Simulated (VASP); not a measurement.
# Ta16O in VASP: notebook

The runs below take Ta16O through single point, with PBE.

All numbers are computed with VASP 6.6.1; they aren't measurements. Logs are shortened: lines on timing, memory, paths and dates and some standing lists are left out, and cuts for length are marked.

## Step 1: The cell of the first run

The cell holds a slab with vacuum, 17 atoms: a = 6.638 Å, b = 6.638 Å, c = 20.300 Å, α = 90.00°, β = 90.00°, γ = 90.00°.

## Step 2: Single point, PBE

Contents of INCAR:

```
  PREC = Accurate
  ENCUT = 520
  EDIFF = 1E-7
  ISMEAR = 0
  SIGMA = 0.1
  LREAL = Auto
  LASPH = T
  NELM = 60
  ALGO = Normal
  ISIF = 2
  LWAVE = F
  LCHARG = F
  LDIPOL = T
  IDIPOL = 3
  DIPOL = 0.5 0.5 0.327
  GGA = PE
  NBANDS = 105
```

Contents of KPOINTS:

```
regular mesh
0
Gamma
  4 4 1
```

Contents of POSCAR:

```
Ta16O
1.0
    6.6379342676      0.0000000000      0.0000000000
    0.0000000000      6.6379342676      0.0000000000
    0.0000000000      0.0000000000     20.2996557945
Ta O
16 1
Direct
    0.2500000000      0.2500000000      0.1970476761
    0.2500000000      0.7500000000      0.1970476761
    0.7500000000      0.2500000000      0.1970476761
    0.7500000000      0.7500000000      0.1970476761
    0.0000000000      0.0000000000      0.2787970212
    0.0000000000      0.5000000000      0.2787970212
    0.5000000000      0.0000000000      0.2787970212
    0.5000000000      0.5000000000      0.2787970212
    0.2500000000      0.2500000000      0.3599139039
    0.2500000000      0.7500000000      0.3599139039
    0.7500000000      0.2500000000      0.3599139039
    0.7500000000      0.7500000000      0.3599139039
    0.0000000000      0.0000000000      0.4334879312
    0.0000000000      0.5000000000      0.4334879312
    0.5000000000      0.0000000000      0.4334879312
    0.5000000000      0.5000000000      0.4334879312
    0.1250000000      0.2500000000      0.4737097815
```

Potentials or basis: VASP PAW PBE potentials, release 64 (Ta_pv, O).

Run with:

```bash
> cat potpaw_PBE.64/Ta_pv/POTCAR potpaw_PBE.64/O/POTCAR > POTCAR
> mpirun -np 1 vasp_std > vasp.out
```

OUTCAR:

```text
PREC = Accurate
   ENCUT = 520
   EDIFF = 1E-7
   ISMEAR = 0
   LREAL = Auto
   LASPH = T
   NELM = 60
   ISIF = 2
   GGA = PE

 ion  position               nearest neighbor table
   1  0.250  0.250  0.197-   5 2.87   6 2.87   7 2.87   8 2.87   9 3.31   3 3.32   2 3.32   2 3.32
                             3 3.32
   2  0.250  0.750  0.197-   5 2.87   6 2.87   7 2.87   8 2.87  10 3.31   4 3.32   1 3.32   1 3.32
                             4 3.32
   3  0.750  0.250  0.197-   5 2.87   6 2.87   7 2.87   8 2.87  11 3.31   4 3.32   1 3.32   4 3.32
                             1 3.32
   4  0.750  0.750  0.197-   5 2.87   6 2.87   7 2.87   8 2.87  12 3.31   3 3.32   2 3.32   3 3.32
                             2 3.32
   5  0.000  0.000  0.279-   9 2.87  10 2.87  11 2.87  12 2.87   1 2.87   2 2.87   3 2.87   4 2.87
                            13 3.14   7 3.32   6 3.32   6 3.32   7 3.32
   6  0.000  0.500  0.279-   9 2.87  10 2.87  11 2.87  12 2.87   1 2.87   2 2.87   3 2.87   4 2.87
                            14 3.14   8 3.32   5 3.32   5 3.32   8 3.32
   7  0.500  0.000  0.279-   9 2.87  10 2.87  11 2.87  12 2.87   1 2.87   2 2.87   3 2.87   4 2.87
                            15 3.14   8 3.32   5 3.32   8 3.32   5 3.32
   8  0.500  0.500  0.279-   9 2.87  10 2.87  11 2.87  12 2.87   1 2.87   2 2.87   3 2.87   4 2.87
                            16 3.14   7 3.32   6 3.32   7 3.32   6 3.32
   9  0.250  0.250  0.360-  17 2.45  14 2.78  15 2.78  16 2.78  13 2.78   6 2.87   7 2.87   8 2.87
                             5 2.87   1 3.31  11 3.32  10 3.32  10 3.32  11 3.32
  10  0.250  0.750  0.360-  13 2.78  14 2.78  15 2.78  16 2.78   5 2.87   6 2.87   7 2.87   8 2.87
                             2 3.31   9 3.32  12 3.32   9 3.32  12 3.32
  11  0.750  0.250  0.360-  13 2.78  14 2.78  15 2.78  16 2.78   5 2.87   6 2.87   7 2.87   8 2.87
                             3 3.31   9 3.32  12 3.32  12 3.32   9 3.32
  12  0.750  0.750  0.360-  13 2.78  14 2.78  15 2.78  16 2.78   5 2.87   6 2.87   7 2.87   8 2.87
                             4 3.31  10 3.32  11 3.32  11 3.32  10 3.32
  13  0.000  0.000  0.433-  17 2.03  10 2.78  11 2.78  12 2.78   9 2.78   5 3.14  15 3.32  14 3.32
                            14 3.32  15 3.32
  14  0.000  0.500  0.433-  17 2.03  10 2.78  11 2.78  12 2.78   9 2.78   6 3.14  16 3.32  13 3.32
                            13 3.32  16 3.32
  15  0.500  0.000  0.433-   9 2.78  10 2.78  11 2.78  12 2.78   7 3.14  13 3.32  16 3.32  16 3.32
                            13 3.32
  16  0.500  0.500  0.433-   9 2.78  10 2.78  11 2.78  12 2.78   8 3.14  14 3.32  15 3.32  15 3.32
                            14 3.32
  17  0.125  0.250  0.474-  13 2.03  14 2.03   9 2.45

  LATTYP: Found a simple tetragonal cell.
 ALAT       =     6.6379342676
 C/A-ratio  =     3.0581284743

  Lattice vectors:

 A1 = (   6.6379342676,   0.0000000000,   0.0000000000)
 A2 = (   0.0000000000,   6.6379342676,   0.0000000000)
 A3 = (   0.0000000000,   0.0000000000,  20.2996557945)

Analysis of symmetry for initial positions (statically):
=====================================================================
 Subroutine PRICEL returns:
 Original cell was already a primitive cell.
[... 163 lines left out ...]
   GGA     = PE    functional components
   LHFCALC =     F    Hartree Fock is set to
   AEXX    =    0.0000 exact exchange contribution
   IVDW    =     0    specifies the selected vdW correction
   LEPSILON=     F    determine dielectric tensor
   LRPA    =     F    only Hartree local field effects (RPA)
 non-spin polarized calculation
 Gauss-broadening in eV      SIGMA  =   0.10
  energy-cutoff  :      520.00
  volume of cell :      894.45
 maximum number of plane-waves:     24163
 NGX is ok and might be reduce to    50
   NGX = 25   NGY = 25   NGZ = 75

 dipolmoment           0.000000      0.000000      0.020123 electrons x Angstroem

 number of electron     181.9999954 magnetization

 dipolmoment           0.000000      0.000000     -0.109793 electrons x Angstroem

 Free energy of the ion-electron system (eV)
  ---------------------------------------------------
  ext. energy  EPLUGINS =         0.00000000
  ---------------------------------------------------
  free energy    TOTEN  =      -183.12844658 eV

  energy without entropy =     -183.05219446  energy(sigma->0) =     -183.09032052

 E-fermi :  -0.3929     XC(G=0):  -5.2899

 val. band max:       -0.3945300526   @ k =  -0.2500   0.5000   0.0000
 cond. band min:      -0.3753834127   @ k =   0.5000   0.2500   0.0000
 fundamental gap:      0.0191466399
 Fermi energy:        -0.3929489623

 k-point     1 :       0.0000    0.0000    0.0000
  band No.  band energies     occupation
      1     -35.5535      2.00000
      2     -35.4434      2.00000
      3     -35.4350      2.00000
      4     -35.4262      2.00000
      5     -35.4172      2.00000
      6     -35.3970      2.00000
[... 943 lines left out ...]
    102       0.1844      0.00000
    103       0.2782      0.00000
 [bands above 103 left out]

------------------------ aborting loop because EDIFF is reached ----------------------------------------

 vacuum level on the upper side and lower side of the slab       (xc-potential included)        -0.318         0.087

  FORCE on cell =-STRESS in cart. coord.  units (eV):
  Direction    XX          YY          ZZ          XY          YZ          ZX
  --------------------------------------------------------------------------------------
  -------------------------------------------------------------------------------------
  Total      -13.9799373    -18.2805154     -4.2921810      0.0000000      0.0000000      0.5745597
  in kB      -25.0415518    -32.7449588     -7.6883659      0.0000000      0.0000000      1.0291797
  external PRESSURE =     -21.8249588 kB  Pullay stress =       0.0000000 kB

 VOLUME and BASIS-vectors are now :
 -----------------------------------------------------------------------------
  energy-cutoff  :      520.00
  volume of cell :      894.45
      direct lattice vectors                 reciprocal lattice vectors
     6.637934268  0.000000000  0.000000000     0.150649277  0.000000000  0.000000000
     0.000000000  6.637934268  0.000000000     0.000000000  0.150649277  0.000000000
     0.000000000  0.000000000 20.299655795     0.000000000  0.000000000  0.049261919

 POSITION                                       TOTAL-FORCE (eV/Angst)
 -----------------------------------------------------------------------------------
      1.65948      1.65948      4.00000        -0.014441      0.000000      1.021629
      1.65948      4.97845      4.00000         0.017698      0.000000      0.896149
      4.97845      1.65948      4.00000         0.050346      0.000000      0.832998
      4.97845      4.97845      4.00000         0.145301      0.000000      0.873141
      0.00000      0.00000      5.65948         0.077019      0.056154     -0.974870
      0.00000      3.31897      5.65948         0.077019     -0.056154     -0.974870
[... 9 lines left out ...]
      3.31897      3.31897      8.79966         0.492196      0.016259     -0.241744
      0.82974      1.65948      9.61615         0.860593      0.000000      0.058952
 -----------------------------------------------------------------------------------
    total drift:                                0.000900     -0.000000      0.008525

  FREE ENERGIE OF THE ION-ELECTRON SYSTEM (eV)
  ---------------------------------------------------
  free  energy   TOTEN  =      -183.1284465764 eV

  energy  without entropy=     -183.0521944627  energy(sigma->0) =     -183.09032052

 vacuum level on the upper side and lower side of the slab         3.059         3.479
```

OSZICAR:

```text
N       E                     dE             d eps       ncg     rms          rms(c)
DAV:   1     0.159332687821E+04    0.15933E+04   -0.10029E+05  2418   0.150E+03
DAV:   2    -0.100449164664E+03   -0.16938E+04   -0.16653E+04  2196   0.393E+02
DAV:   3    -0.200307716741E+03   -0.99859E+02   -0.97136E+02  2432   0.776E+01
[... 28 lines left out ...]
DAV:  32    -0.183128444127E+03   -0.27224E-05   -0.15304E-07  1356   0.847E-04    0.559E-04
DAV:  33    -0.183128445774E+03   -0.16475E-05   -0.16082E-07  1356   0.789E-04    0.348E-04
DAV:  34    -0.183128446418E+03   -0.64382E-06   -0.11992E-07  1316   0.757E-04    0.287E-04
DAV:  35    -0.183128446520E+03   -0.10238E-06   -0.18629E-08  1196   0.432E-04    0.168E-04
DAV:  36    -0.183128446576E+03   -0.55967E-07   -0.19537E-08  1180   0.373E-04
   1 F= -.18312845E+03 E0= -.18309032E+03  d E =-.762521E-01
```

stdout:

```text
POSCAR found type information on POSCAR TaO
 POSCAR found :  2 types and      17 ions
 scaLAPACK will be used
 LDA part: xc-table for (Slater+PW92), standard interpolation
 POSCAR, INCAR and KPOINTS ok, starting setup
 FFT: planning ... GRIDC
 FFT: planning ... GRID_SOFT
 FFT: planning ... GRID
 WAVECAR not read
 entering main loop
```

Run time: 27 min. Hardware: 1 thread of Intel Xeon 6975P-C (Granite Rapids), shared host; peak memory 1.1 GiB.

What came out:

| Quantity | Value |
| --- | --- |
| Free energy | -183.1284 eV |
| Largest force | 1.215 eV/Å |
| Band gap on the k mesh | zero (bands 91 and 92 overlap by 0.40 eV) |

Forces in eV/Å, atoms in the order of the input:
```
Ta  -0.014  0.000  1.022
Ta   0.018  0.000  0.896
Ta   0.050  0.000  0.833
Ta   0.145  0.000  0.873
Ta   0.077  0.056 -0.975
Ta   0.077 -0.056 -0.975
Ta  -0.015  0.075 -0.870
Ta  -0.015 -0.075 -0.870
Ta   0.128  0.000 -0.640
Ta   0.061  0.000 -0.024
Ta  -0.499  0.000 -0.364
Ta  -0.510  0.000 -0.030
Ta  -0.675  0.650  0.774
Ta  -0.675 -0.650  0.774
Ta   0.492 -0.016 -0.242
Ta   0.492  0.016 -0.242
O    0.861  0.000  0.059
```

Levels at points of the mesh, in eV from the Fermi level:
| k point | band 89 | band 90 | band 91 | band 92 | band 93 | band 94 |
| --- | --- | --- | --- | --- | --- | --- |
| (0.00, 0.00, 0.00) | -0.04 | 0.08 | 0.15 | 0.17 | 0.23 | 0.33 |
| (0.50, 0.00, 0.00) | -0.45 | -0.39 | -0.09 | 0.11 | 0.24 | 0.27 |
| (0.00, 0.50, 0.00) | -0.46 | -0.38 | -0.27 | 0.12 | 0.15 | 0.27 |
| (0.50, 0.50, 0.00) | -0.88 | -0.85 | -0.78 | -0.25 | -0.18 | -0.13 |

Caveat: spin-orbit coupling is left out, which moves the levels of the heavy elements.

## Step 3: Single point, PBE

Contents of INCAR:

```
  ALGO = Normal
  DIPOL = 0.5 0.5 0.329
  EDIFF = 1E-6
  ENCUT = 520
  GGA = PE
  IDIPOL = 3
  ISIF = 2
  ISMEAR = 0
  LASPH = True
  LCHARG = True
  LDIPOL = True
  LELF = True
  LREAL = Auto
  LVACPOTAV = True
  LVHAR = True
  LWAVE = False
  NBANDS = 105
  NELM = 80
  PREC = Accurate
  SIGMA = 0.1
```

Contents of KPOINTS:

```
k-points
0
Gamma
  4 4 1
```

POSCAR, as its differences from that of step 2:

```diff
@@ -24,2 +24,2 @@
     0.5000000000      0.5000000000      0.4334879312
-    0.1250000000      0.2500000000      0.4737097815
+    0.0000000000      0.1250000000      0.5122302255
```

Potentials or basis: VASP PAW PBE potentials, release 64 (Ta_pv, O).

Run with:

```bash
> cat potpaw_PBE.64/Ta_pv/POTCAR potpaw_PBE.64/O/POTCAR > POTCAR
> mpirun -np 1 vasp_std > vasp.out
```

It took 32 min on 1 thread of Intel Xeon 6975P-C (Granite Rapids), shared host; peak memory 1.1 GiB.

It converged, with:

```yaml
Free_energy: -182.2174 eV
Largest_force: 2.354 eV/Å
Band_gap_on_the_k_mesh: zero (bands 91 and 92 overlap by 0.76 eV)
```

Forces in eV/Å, atoms in the order of the input:
```
Ta  -0.056  0.008  0.830
Ta  -0.001  0.023  0.780
Ta   0.056  0.008  0.830
Ta   0.001  0.023  0.780
Ta   0.000  0.039 -1.440
Ta   0.000 -0.095 -0.809
Ta   0.000  0.055 -0.747
Ta   0.000  0.035 -0.665
Ta   0.395  0.349 -0.774
Ta   0.490 -0.468 -0.286
Ta  -0.395  0.349 -0.774
Ta  -0.490 -0.468 -0.286
Ta   0.000  0.262  2.339
Ta   0.000 -0.543  0.512
Ta   0.000  0.122 -0.114
Ta   0.000 -0.068 -0.447
O    0.000  0.370  0.271
```

Levels at points of the mesh, in eV from the Fermi level:
| k point | band 88 | band 89 | band 90 | band 91 | band 92 | band 93 | band 94 | band 95 | band 96 | band 97 |
| --- | --- | --- | --- | --- | --- | --- | --- | --- | --- | --- |
| (0.00, 0.00, 0.00) | 0.03 | 0.10 | 0.15 | 0.17 | 0.21 | 0.38 | 0.38 | 0.39 | 0.40 | 0.53 |
| (0.50, 0.00, 0.00) | -0.56 | -0.34 | -0.30 | -0.18 | -0.10 | 0.26 | 0.29 | 0.29 | 0.32 | 0.49 |
| (0.00, 0.50, 0.00) | -0.58 | -0.35 | -0.26 | -0.24 | -0.14 | 0.23 | 0.28 | 0.28 | 0.31 | 0.57 |
| (0.50, 0.50, 0.00) | -0.89 | -0.81 | -0.76 | -0.66 | -0.58 | -0.11 | -0.10 | -0.07 | -0.05 | 0.31 |

Caveat: spin-orbit coupling is left out, which moves the levels of the heavy elements.
